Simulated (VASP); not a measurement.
Write the native input for VASP 6.6.1 that does the following.

```
Task                   : single point
Functional             : PBE
Potentials or basis    : VASP PAW PBE potentials, release 64 (Co, Si)
Cutoff                 : 520 eV
k mesh                 : 10 × 10 × 10
Occupations            : fermi-dirac, width 0.1 eV
Spin                   : collinear spin, zero start
Starting moments       : [0.0, 0.0, 0.0] μB
Fixed moment           : 0 μB
Dipole correction      : no
Further INCAR settings : ALGO = Normal; EDIFF = 1e-07; NBANDS = 20
```

The structure of CoSi2 lies in POSCAR:

```
CoSi2
1.0
    0.0000000000      2.6780000000      2.6780000000
    2.6780000000      0.0000000000      2.6780000000
    2.6780000000      2.6780000000      0.0000000000
Co Si
1 2
Direct
    0.0000000000      0.0000000000      0.0000000000
    0.2500000000      0.2500000000      0.2500000000
    0.7500000000      0.7500000000      0.7500000000
```

The input as run:

INCAR

```
  PREC = Accurate
  ENCUT = 520
  EDIFF = 1E-7
  ISMEAR = -1
  SIGMA = 0.1
  LREAL = False
  LASPH = True
  NELM = 150
  ALGO = Normal
  ISIF = 2
  LWAVE = False
  LCHARG = True
  ISPIN = 2
  MAGMOM = 0 0 0
  LORBIT = 11
  NUPDOWN = 0.0
  LMAXMIX = 4
  GGA = PE
  LELF = True
  LVHAR = True
  NBANDS = 20
```

KPOINTS

```
regular mesh
0
Gamma
  10 10 10
```

Potentials or basis: VASP PAW PBE potentials, release 64 (Co, Si).

The run is started by

```sh
$ cat potpaw_PBE.64/Co/POTCAR potpaw_PBE.64/Si/POTCAR > POTCAR
$ mpirun -np 1 vasp_std > vasp.out
```

Results of the run:

- Pressure: 0.3 GPa
- Net moment: 0.00 μB per cell
- Valence electrons inside the program's atomic spheres: Co 8.85; Si 1.59

Caveat: the total moment is fixed, so each spin has its own Fermi level.

It took 110 s on 1 thread of Intel Xeon 8259CL (shared host), peak memory 0.21 GiB.
